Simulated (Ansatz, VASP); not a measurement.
## BaTe in VASP and in Ansatz

The input INCAR:

```
SYSTEM = BaTe
ALGO = Normal
EDIFF = 1E-8
ENCUT = 400
GGA = PS
GGA_COMPAT = .False.
ISIF = 2
ISMEAR = -1
LASPH = .True.
LCHARG = .False.
LEFG = .True.
LREAL = .False.
LWAVE = .False.
NBANDS = 15
NELM = 120
PREC = Accurate
SIGMA = 0.05
```

File KPOINTS:

```
k-points
0
Gamma
  10 10 10
  0 0 0
```

The input POSCAR:

```
BaTe
1.0
    0.0000000000      3.4100000000      3.4782000000
    3.4100000000      0.0000000000      3.4782000000
    3.4100000000      3.4100000000      0.0000000000
Ba Te
1 1
Direct
    0.0000000000      0.0000000000      0.0000000000
    0.5000000000      0.5000000000      0.5000000000
```

Input for Ansatz:

```yaml
crystal:
  lattice:
    - [0.0, 3.41, 3.4782]
    - [3.41, 0.0, 3.4782]
    - [3.41, 3.41, 0.0]
  atoms:
    - { symbol: Ba, position: [0.0, 0.0, 0.0] }
    - { symbol: Te, position: [0.5, 0.5, 0.5] }
kpoints:
  mp_grid: { grid: [10, 10, 10] }
scf:
  occupations: { method: fermi_dirac, width: 0.05 }
hamiltonian:
  xc: pbesol
  pseudopotentials: { kind: paw }
output:
  forces: true
  stress: true
  eigenvalues: true
  efg: { contact_densities: true }
  write_density: true
  write_potential: true
  elf: true
  volumetric_format: npy
```

Change from the starting cell: zz strain of +2 %, PAW files.

Alike in both runs: task electric field gradients; functional PBEsol; k mesh 10 × 10 × 10; occupations fermi-dirac, width 0.05 eV; no spin polarisation.

|  | VASP | Ansatz |
| --- | --- | --- |
| version | VASP 6.6.1 | Ansatz 0.2.0 |
| potentials or method | VASP PAW PBE potentials, release 64 (Ba_sv, Te) | PAW with Ansatz's default frozen-core files, scalar-relativistic |
| plane-wave cutoff (eV) | 400 | 420 |
| valence electrons in the cell | 16 | 26 |

|  | VASP | Ansatz | Ansatz less VASP |
| --- | --- | --- | --- |
| pressure (GPa) | 1.6 | 1.2 | -0.42 |
| traceless stress, the component that is largest in VASP (GPa) | -1.10 | -1.04 | +0.062 |
| size of Vzz on the site where it differs most (V/Å²) | 22.6 | 21.5 | -1.15 |

VASP's potentials were made for PBE, not for PBEsol. VASP's potentials hold 16 valence electrons a cell and Ansatz's 26, so a difference there can come from the potentials and not from the codes.

Neither program's run includes spin-orbit coupling.
